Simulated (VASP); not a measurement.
# Zn2GeN2 (I4/mmm) in VASP: notebook, part 2 of 2

VASP 6.6.1. The steps go on from the part before.

**4. Relaxation of cell and atoms, PBE**

This run uses another cell than the first one, of 13.38 Å³/atom.

The input, INCAR:

```
  PREC = Accurate
  ENCUT = 600
  EDIFF = 1E-6
  ISMEAR = 0
  SIGMA = 0.1
  LREAL = F
  LASPH = T
  NELM = 60
  ALGO = Normal
  ISIF = 3
  LWAVE = F
  LCHARG = F
  GGA = PE
  IBRION = 2
  NSW = 90
  EDIFFG = -0.04
```

The input, KPOINTS:

```
regular mesh
0
Gamma
  6 6 6
```

The input, POSCAR:

```
Zn2GeN2
1.0
   -1.9119272000      1.9119272000      4.5757692500
    1.9119272000     -1.9119272000      4.5757692500
    1.9119272000      1.9119272000     -4.5757692500
Zn Ge N
2 1 2
Direct
    0.3700000000      0.3700000000      0.0000000000
    0.6300000000      0.6300000000      0.0000000000
    0.0000000000      0.0000000000      0.0000000000
    0.7500000000      0.2500000000      0.5000000000
    0.2500000000      0.7500000000      0.5000000000
```

On the command line:

```sh
$ cat potpaw_PBE.64/Zn/POTCAR potpaw_PBE.64/Ge_d/POTCAR potpaw_PBE.64/N/POTCAR > POTCAR
$ mpirun -np 1 vasp_std > vasp.out
```

Wall time 47 min (1 thread of Oxide Virtual Turin-like, shared host); peak memory 0.29 GiB.

Results (log left out):

| Property | Result |
| --- | --- |
| Free energy | -19.0336 eV |
| Relaxed volume | 13.04 Å³/atom |
| Relaxed cell | a = 4.970 Å, b = 4.970 Å, c = 4.970 Å, α = 132.63°, β = 132.63°, γ = 69.23° |
| Space group after relaxing (to 0.1 Å) | I4/mmm (No. 139) |
| Energy gained by relaxing | 149.8 meV/atom |
| Ionic steps | 33 |
| Pressure after relaxing | -0.3 GPa |
| Largest force after relaxing | 0.019 eV/Å |
| Band gap on the k mesh | zero (bands 24 and 25 overlap by 1.12 eV) |

Forces on the atoms (eV/Å):
```
Zn   0.000  0.000 -0.019
Zn   0.000  0.000  0.019
Ge   0.000  0.000  0.000
N    0.000  0.000  0.000
N    0.000  0.000  0.000
```

Stress tensor (GPa, compression positive):
```
-0.40  0.00  0.00
 0.00 -0.40  0.00
 0.00  0.00 -0.04
```

The path:
```
step  energy change (eV)  largest force (eV/Å)  pressure (GPa)  volume (Å³)
   1              0.0000                1.9218           -6.71        66.91
   2             -0.3329                0.6448            2.83        61.62
   3             -0.3332                0.5931            3.32        61.42
   4             -0.3979                0.4020            1.25        63.04
   5             -0.4384                0.2541           -2.50        66.76
   6             -0.4866                0.0663           -0.49        66.24
   7             -0.5511                0.2494            4.93        64.97
   8             -0.0586                2.0864           17.28        62.20
   9             -0.5669                0.2276            4.87        64.80
  10             -0.5131                0.9672           10.12        63.54
  11             -0.5769                0.2965            5.74        64.57
  12             -0.5769                0.5214            7.40        64.16
  13             -0.5800                0.3803            6.68        64.39
  14             -0.5911                0.4278            6.52        64.44
  15             -0.6082                0.6134            6.61        64.58
  16             -0.6230                0.5723            6.00        64.82
  17             -0.6596                0.4530            4.07        65.55
  18             -0.7008                0.2281            0.78        67.03
  19             -0.6703                0.1604           -4.73        70.05
  20             -0.7065                0.0999           -1.10        67.94
  21             -0.7066                0.1105           -0.76        67.87
  22             -0.7095                0.1186           -0.98        67.77
  23             -0.7171                0.1427           -0.79        67.49
  24             -0.7281                0.1921           -0.53        66.93
  25             -0.7303                0.2937            0.20        65.78
  26             -0.7328                0.2509           -0.19        66.27
  27             -0.7376                0.2187           -0.12        66.00
  28             -0.7468                0.1119            0.27        65.20
  29             -0.7348                0.1905            1.14        63.61
  30             -0.7479                0.0679            0.33        64.88
  31             -0.7480                0.0395            0.51        64.71
  32             -0.7480                0.0497            0.43        64.77
  33             -0.7488                0.0188           -0.28        65.21
```

Final structure:
```yaml
crystal:
  lattice:
    - [-1.99638, 1.99638, 4.09038]
    - [1.99638, -1.99638, 4.09038]
    - [1.99638, 1.99638, -4.09038]
  atoms:
    - { symbol: Zn, position: [0.33005, 0.33005, 0.00000] }
    - { symbol: Zn, position: [0.66995, 0.66995, 0.00000] }
    - { symbol: Ge, position: [0.00000, 0.00000, 0.00000] }
    - { symbol: N, position: [0.75000, 0.25000, 0.50000] }
    - { symbol: N, position: [0.25000, 0.75000, 0.50000] }
```

Levels at points of the mesh, in eV from the Fermi level:
| k point | band 20 | band 21 | band 22 | band 23 | band 24 | band 25 | band 26 | band 27 | band 28 |
| --- | --- | --- | --- | --- | --- | --- | --- | --- | --- |
| (0.00, 0.00, 0.00) | -3.64 | -3.30 | -0.96 | -0.77 | -0.77 | 0.51 | 0.65 | 0.97 | 0.97 |
| (0.50, 0.00, 0.00) | -3.14 | -3.10 | -2.43 | -2.36 | -0.64 | 0.78 | 2.37 | 2.85 | 4.73 |
| (0.50, 0.50, 0.00) | -4.87 | -3.75 | -1.94 | -0.23 | 0.46 | 0.83 | 0.85 | 2.23 | 3.07 |
| (0.50, 0.50, 0.50) | -4.41 | -2.34 | -0.61 | -0.61 | -0.39 | 0.62 | 2.08 | 2.82 | 2.82 |

**5. Single point, PBE**

The input, INCAR:

```
PREC = Accurate
ENCUT = 520
EDIFF = 1E-7
ISMEAR = 0
SIGMA = 0.1
LREAL = F
LASPH = T
NELM = 100
ALGO = Fast
ISIF = 2
LWAVE = F
LCHARG = F
GGA = PE
NBANDS = 32
```

The input, KPOINTS:

```
Automatic mesh
0
Gamma
  14 14 14
```

The input, POSCAR:

```
Zn2GeN2
1.0
   -1.9926846848      1.9926846848      4.0904510484
    1.9926846848     -1.9926846848      4.0904510484
    1.9926846848      1.9926846848     -4.0904510484
Zn Ge N
2 1 2
Direct
    0.3292495425      0.3292495425      0.0000000000
    0.6707504575      0.6707504575      0.0000000000
    0.0000000000      0.0000000000      0.0000000000
    0.7500000000      0.2500000000      0.5000000000
    0.2500000000      0.7500000000      0.5000000000
```

On the command line:

```sh
$ cat potpaw_PBE.64/Zn/POTCAR potpaw_PBE.64/Ge_d/POTCAR potpaw_PBE.64/N/POTCAR > POTCAR
$ mpirun -np 1 vasp_std > vasp.out
```

Run time: 19 min. Hardware: 1 thread of Oxide Virtual Turin-like, shared host; peak memory 0.56 GiB.

Results (log left out):

```yaml
Free_energy: -19.0007 eV
Pressure: 0.6 GPa
Largest_force: 0.055 eV/Å
Band_gap_on_the_k_mesh: zero (bands 24 and 25 overlap by 1.38 eV)
```

Forces on the atoms (eV/Å):
```
Zn   0.000  0.000  0.055
Zn   0.000  0.000 -0.055
Ge   0.000  0.000  0.000
N    0.000  0.000  0.000
N    0.000  0.000  0.000
```

Stress tensor (GPa, compression positive):
```
0.77 0.00 0.00
0.00 0.77 0.00
0.00 0.00 0.27
```

Levels at points of the mesh, in eV from the Fermi level:
```
           k point  band 21  band 22  band 23  band 24  band 25  band 26  band 27  band 28
(0.00, 0.00, 0.00)    -3.37    -1.01    -0.82    -0.82     0.50     0.60     0.92     0.92
(0.50, 0.00, 0.00)    -3.15    -2.49    -2.42    -0.69     0.74     2.32     2.80     4.71
(0.50, 0.50, 0.00)    -3.80    -1.99    -0.29     0.43     0.81     0.82     2.17     3.01
(0.50, 0.50, 0.50)    -2.38    -0.67    -0.67    -0.44     0.58     2.04     2.77     2.77
```

**6. Overview**

| task | cell | k mesh | cutoff (eV) | gap on the mesh (eV) | pressure (GPa) | largest force (eV/Å) |
| --- | --- | --- | --- | --- | --- | --- |
| single point | a = 4.972 Å, angles 132.8, 132.8, 69.0°, 5 atoms, atomic positions A | 6 × 6 × 6 | 520 | none | 0.5 | 0.06 |
| single point | a = 5.315 Å, angles 137.8, 137.8, 61.2°, 5 atoms, atomic positions B | 6 × 6 × 6 | 520 | none | -6.6 | 1.92 |
| relaxation of cell and atoms | relaxed from a = 5.315 Å, angles 137.8, 137.8, 61.2°, 5 atoms, atomic positions B | 6 × 6 × 6 | 600 | none | -0.3 | 0.02 |
| single point | a = 4.967 Å, angles 132.7, 132.7, 69.1°, 5 atoms, atomic positions C | 14 × 14 × 14 | 520 | none | 0.6 | 0.06 |

Alike in all rows: level PBE; potentials or basis VASP PAW PBE potentials, release 64 (Zn, Ge_d, N); no spin polarisation; smearing gaussian 0.1 eV.

Caveats: the stress differs along the axes, from -8 to -3 GPa (at least some runs); forces of over 1 eV/Å act on the atoms, so gaps and moduli don't describe the material at rest (at least some runs).

Absolute energies hang on the potentials; compare differences alone.
